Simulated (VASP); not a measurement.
# Ti12H (a cell with a defect) in VASP: notebook

The runs below take Ti12H (a cell with a defect) through single point, with PBEsol.

Everything below comes from runs of VASP 6.6.1. Logs are shortened: lines on timing, memory, paths and dates and some standing lists are left out, and cuts for length are marked.

### Step 1. The cell of the first run

The cell holds a defect, 13 atoms: a = 5.900 Å, b = 8.850 Å, c = 4.685 Å, α = 90.00°, β = 90.00°, γ = 120.00°.

### Step 2. Single point, PBEsol

INCAR

```
PREC = Accurate
ENCUT = 520
EDIFF = 1E-7
ISMEAR = 0
SIGMA = 0.1
LREAL = F
LASPH = T
NELM = 100
ALGO = Normal
ISIF = 2
LWAVE = F
LCHARG = F
GGA = PS
NBANDS = 84
```

KPOINTS

```
Automatic mesh
0
Gamma
  4 3 5
```

POSCAR

```
Ti12H
1.0
    5.9000000000      0.0000000000      0.0000000000
   -4.4250000000      7.6643250000      0.0000000000
    0.0000000000      0.0000000000      4.6846000000
Ti H
12 1
Direct
    0.0016646091      0.0018330381      0.0037478120
    0.1623826980      0.2176783996      0.5028736712
    0.0082745874      0.3280436307      0.0032382701
    0.1764426662      0.5600821990      0.4962536823
    0.0081793688      0.6771826612      0.0018778551
    0.1667711230      0.8904701980      0.5015247833
    0.4981938179     -0.0014489208      0.0011100201
    0.6608917912      0.2147402413      0.4972778893
    0.4815040479      0.3270008774      0.0033283525
    0.6639417150      0.5593195748      0.4963177219
    0.5033989301      0.6701190255     -0.0008440422
    0.6673997434      0.8890412398      0.5000653204
    0.8333425357      0.4434300477      0.5635887803
```

Potentials or basis: VASP PAW PBE potentials, release 64 (Ti_sv, H).

Run with:

```console
$ cat potpaw_PBE.64/Ti_sv/POTCAR potpaw_PBE.64/H/POTCAR > POTCAR
$ mpirun -np 1 vasp_std > vasp.out
```

OUTCAR:

```text
PREC = Accurate
   ENCUT = 520
   EDIFF = 1E-7
   ISMEAR = 0
   LREAL = F
   LASPH = T
   NELM = 100
   ISIF = 2
   GGA = PS

 ion  position               nearest neighbor table
   1  0.002  0.002  0.004-   9 2.85   2 2.86   3 2.87   2 2.87   6 2.88  12 2.88   5 2.89   6 2.90
                            12 2.91
   2  0.162  0.218  0.503-   9 2.85   3 2.85   9 2.86   3 2.86   1 2.86   1 2.87   6 2.91  12 2.91

   3  0.008  0.328  0.003-   9 2.80   2 2.85   2 2.86   1 2.87   4 2.92   8 2.92
   4  0.176  0.560  0.496-  13 1.78  11 2.87  10 2.88  11 2.89  12 2.90   5 2.91   3 2.92
   5  0.008  0.677  0.002-   6 2.85   6 2.86   7 2.87   1 2.89   4 2.91  10 2.91
   6  0.167  0.890  0.502-   5 2.85   5 2.86   1 2.88   7 2.89   7 2.89   8 2.89   1 2.90   2 2.91

   7  0.498  0.999  0.001-   8 2.85   5 2.87   8 2.88   6 2.89   6 2.89  12 2.89  12 2.90
   8  0.661  0.215  0.497-  13 1.78   7 2.85   7 2.88   6 2.89  12 2.90   3 2.92   9 2.92
   9  0.482  0.327  0.003-   3 2.80   2 2.85   1 2.85   2 2.86  10 2.92   8 2.92
  10  0.664  0.559  0.496-  13 1.78  11 2.87   4 2.88  11 2.89  12 2.91   5 2.91   9 2.92
  11  0.503  0.670  0.999-  10 2.87   4 2.87  12 2.88  12 2.88  10 2.89   4 2.89
  12  0.667  0.889  0.500-  11 2.88  11 2.88   1 2.88   7 2.89   7 2.90   8 2.90   4 2.90  10 2.91
                             1 2.91   2 2.91
  13  0.833  0.443  0.564-   8 1.78   4 1.78  10 1.78

  LATTYP: Found a simple monoclinic cell.
 ALAT       =     5.9000000000
 B/A-ratio  =     0.7940000000
 C/A-ratio  =     1.3228756849
 COS(beta)  =    -0.1889822323

  Lattice vectors:

 A1 = (   5.9000000000,   0.0000000000,   0.0000000000)
 A2 = (   0.0000000000,   0.0000000000,   4.6846000000)
 A3 = (  -1.4750000000,  -7.6643250000,   0.0000000000)

Analysis of symmetry for initial positions (statically):
=====================================================================
 Subroutine PRICEL returns:
 Original cell was already a primitive cell.

 Routine SETGRP: Setting up the symmetry group for a
 simple monoclinic supercell.

 Subroutine GETGRP returns: Found  1 space group operations
 (whereof  1 operations were pure point group operations)
 out of a pool of  4 trial point group operations.

The static configuration has the point symmetry C_1 .

Analysis of symmetry for dynamics (positions and initial velocities):
=====================================================================
 Subroutine PRICEL returns:
 Original cell was already a primitive cell.

 Routine SETGRP: Setting up the symmetry group for a
 simple monoclinic supercell.

[... 141 lines left out ...]
   ISMEAR =     0;   SIGMA  =   0.10  broadening in eV -4-tet -1-fermi 0-gaus
   EFERMI_NEDOS =   21; number of points for ismear=-14 and -15
   IALGO  =     38    algorithm
   IMIX   =      4    mixing-type and parameters
     AMIX     =   0.40;   BMIX     =  1.00
     AMIX_MAG =   1.60;   BMIX_MAG =  1.00
  volume/ion in A,a.u.               =      16.30       109.96
  Fermi-wavevector in a.u.,A,eV,Ry     =   1.442773  2.726446 28.321806  2.081594
  Thomas-Fermi vector in A             =   2.561256
   LORBIT       =      0    0 simple, 1 ext, 2 COOP (PROOUT), +10 PAW based schemes
   GGA     = PS    functional components
   LHFCALC =     F    Hartree Fock is set to
   AEXX    =    0.0000 exact exchange contribution
   IVDW    =     0    specifies the selected vdW correction
   LEPSILON=     F    determine dielectric tensor
   LRPA    =     F    only Hartree local field effects (RPA)
 non-spin polarized calculation
 Gauss-broadening in eV      SIGMA  =   0.10
  energy-cutoff  :      520.00
  volume of cell :      211.84
 maximum number of plane-waves:      5724
 NGX is ok and might be reduce to    48
   NGX = 21   NGY = 33   NGZ = 17

 number of electron     144.9999999 magnetization

 Free energy of the ion-electron system (eV)
  ---------------------------------------------------
  ext. energy  EPLUGINS =         0.00000000
  ---------------------------------------------------
  free energy    TOTEN  =      -103.26411188 eV

  energy without entropy =     -103.19751469  energy(sigma->0) =     -103.23081329

 E-fermi :   8.0952     XC(G=0): -11.6059

 val. band max:        8.0899643897   @ k =   0.0000   0.0000   0.4000
 cond. band min:       8.1124110265   @ k =   0.5000   0.0000   0.2000
 fundamental gap:      0.0224466368
 Fermi energy:         8.0951802254

 k-point     1 :       0.0000    0.0000    0.0000
  band No.  band energies     occupation
      1     -48.5490      2.00000
      2     -48.5007      2.00000
      3     -48.4647      2.00000
      4     -48.4499      2.00000
      5     -48.4184      2.00000
      6     -48.4029      2.00000
[... 2077 lines left out ...]
     83       8.9769      0.00000
     84       9.0423      0.00000

 [... further k-points ...]

------------------------ aborting loop because EDIFF is reached ----------------------------------------

  FORCE on cell =-STRESS in cart. coord.  units (eV):
  Direction    XX          YY          ZZ          XY          YZ          ZX
  --------------------------------------------------------------------------------------
  -------------------------------------------------------------------------------------
  Total       -5.3425788     -4.6134579     -5.8565539     -0.0234337     -0.0289668     -0.0120885
  in kB      -40.4076020    -34.8930319    -44.2949574     -0.1772362     -0.2190852     -0.0914288
  external PRESSURE =     -39.8651971 kB  Pullay stress =       0.0000000 kB

 VOLUME and BASIS-vectors are now :
 -----------------------------------------------------------------------------
  energy-cutoff  :      520.00
  volume of cell :      211.84
      direct lattice vectors                 reciprocal lattice vectors
     5.900000000  0.000000000  0.000000000     0.169491525  0.097855976  0.000000000
    -4.425000000  7.664325000  0.000000000     0.000000000  0.130474634  0.000000000
     0.000000000  0.000000000  4.684600000     0.000000000  0.000000000  0.213465397

 POSITION                                       TOTAL-FORCE (eV/Angst)
 -----------------------------------------------------------------------------------
      0.00171      0.01405      0.01756        -0.016436      0.014068      0.011555
     -0.00517      1.66836      2.35576        -0.002398      0.006648     -0.026720
     -1.40277      2.51423      0.01517        -0.021099      0.014593      0.005029
     -1.43735      4.29265      2.32475         0.004168     -0.005465     -0.092918
     -2.94827      5.19015      0.00880        -0.001843     -0.028084     -0.008180
     -2.95638      6.82485      2.34944        -0.000212     -0.002031     -0.034294
     -1.47924      7.65322      0.00520         0.011059      0.007124     -0.022922
      2.94904      1.64584      2.32955        -0.002398     -0.004346     -0.085008
      1.39390      2.50624      0.01559         0.020420      0.013652      0.007211
      1.44227      4.28681      2.32505        -0.011347     -0.011988     -0.092438
      0.00478      5.13601      4.68065         0.008920     -0.013980     -0.048516
      0.00365      6.81390      2.34261         0.000102      0.009745     -0.052221
      2.95454      3.39859      2.64019         0.011064      0.000064      0.439422
 -----------------------------------------------------------------------------------
    total drift:                               -0.000057     -0.000177      0.000164

  FREE ENERGIE OF THE ION-ELECTRON SYSTEM (eV)
  ---------------------------------------------------
  free  energy   TOTEN  =      -103.2641118804 eV

  energy  without entropy=     -103.1975146921  energy(sigma->0) =     -103.23081329
```

It took 31 min on 1 thread of Oxide Virtual Turin-like, shared host; peak memory 0.53 GiB.

Results:

| Quantity | Value |
| --- | --- |
| Free energy | -103.2641 eV |
| Pressure | -4.0 GPa |
| Largest force | 0.440 eV/Å |
| Band gap on the k mesh | zero (an odd number of electrons rules out a gap without spin polarisation) |

Forces on the atoms (eV/Å):
```
Ti  -0.016  0.014  0.012
Ti  -0.002  0.007 -0.027
Ti  -0.021  0.015  0.005
Ti   0.004 -0.005 -0.093
Ti  -0.002 -0.028 -0.008
Ti   0.000 -0.002 -0.034
Ti   0.011  0.007 -0.023
Ti  -0.002 -0.004 -0.085
Ti   0.020  0.014  0.007
Ti  -0.011 -0.012 -0.092
Ti   0.009 -0.014 -0.049
Ti   0.000  0.010 -0.052
H    0.011  0.000  0.439
```

Caveat: the PAW data sets were made with another functional, which shifts forces and pressure a little.

### Step 3. Single point, PBEsol

INCAR

```
PREC = Accurate ; ENCUT = 520
EDIFF = 1E-6 ; ISMEAR = 0
SIGMA = 0.1 ; LREAL = F
LASPH = T ; NELM = 100
ALGO = Normal ; ISIF = 2
LWAVE = F ; LCHARG = F
GGA = PS ; NBANDS = 84
```

KPOINTS is that of step 2.

POSCAR

```
Ti12H
1.0
    5.9000000000      0.0000000000      0.0000000000
   -4.4250000000      7.6643250000      0.0000000000
    0.0000000000      0.0000000000      4.6846000000
Ti H
12 1
Direct
    0.0010716168      0.0013275794      0.0090404730
    0.1629755171      0.2190111980      0.5036434274
    0.0047144355      0.3301076090      0.0013234855
    0.1749572431      0.5593079625      0.4950567818
    0.0045624115      0.6726805035     -0.0016929941
    0.1672540707      0.8905543541      0.5021792682
    0.4978340445     -0.0011109915      0.0035249541
    0.6625279025      0.2173068078      0.4980267259
    0.4868708919      0.3290552006      0.0012760961
    0.6643597200      0.5586730730      0.4950055501
    0.5024061698      0.6692093563     -0.0011283781
    0.6664009033      0.8887702440      0.5002480468
    0.8342646142      0.4447672822      0.6898238910
```

Potentials or basis: VASP PAW PBE potentials, release 64 (Ti_sv, H).

Run with:

```console
$ cat potpaw_PBE.64/Ti_sv/POTCAR potpaw_PBE.64/H/POTCAR > POTCAR
$ mpirun -np 1 vasp_std > vasp.out
```

Run time: 21 min. Hardware: 1 thread of Oxide Virtual Turin-like, shared host; peak memory 0.54 GiB.

Results (log left out):

```
Free energy            : -103.6860 eV
Pressure               : -5.1 GPa
Largest force          : 0.668 eV/Å
Band gap on the k mesh : zero (an odd number of electrons rules out a gap without spin polarisation)
```

Forces in eV/Å, atoms in the order of the input:
```
Ti  -0.014 -0.013 -0.006
Ti   0.002  0.028 -0.060
Ti  -0.061  0.031 -0.061
Ti   0.014 -0.010 -0.073
Ti  -0.004 -0.063 -0.070
Ti   0.008 -0.011 -0.059
Ti   0.008  0.004 -0.035
Ti  -0.002  0.017 -0.060
Ti   0.045  0.029 -0.051
Ti  -0.006 -0.017 -0.072
Ti   0.006 -0.015 -0.057
Ti  -0.005 -0.001 -0.064
H    0.008  0.021  0.668
```

Stress tensor (GPa, compression positive):
```
-5.06  0.10 -0.01
 0.10 -4.80 -0.05
-0.01 -0.05 -5.42
```

Levels at points of the mesh, in eV from the Fermi level:
```
           k point  band 69  band 70  band 71  band 72  band 73  band 74  band 75  band 76
(0.00, 0.00, 0.00)    -0.66    -0.59     0.07     0.30     0.41     0.47     0.50     0.56
(0.50, 0.00, 0.00)    -0.72    -0.69    -0.51    -0.46     0.02     0.20     0.30     0.35
```

Caveat: the PAW data sets were made with another functional, which shifts forces and pressure a little.
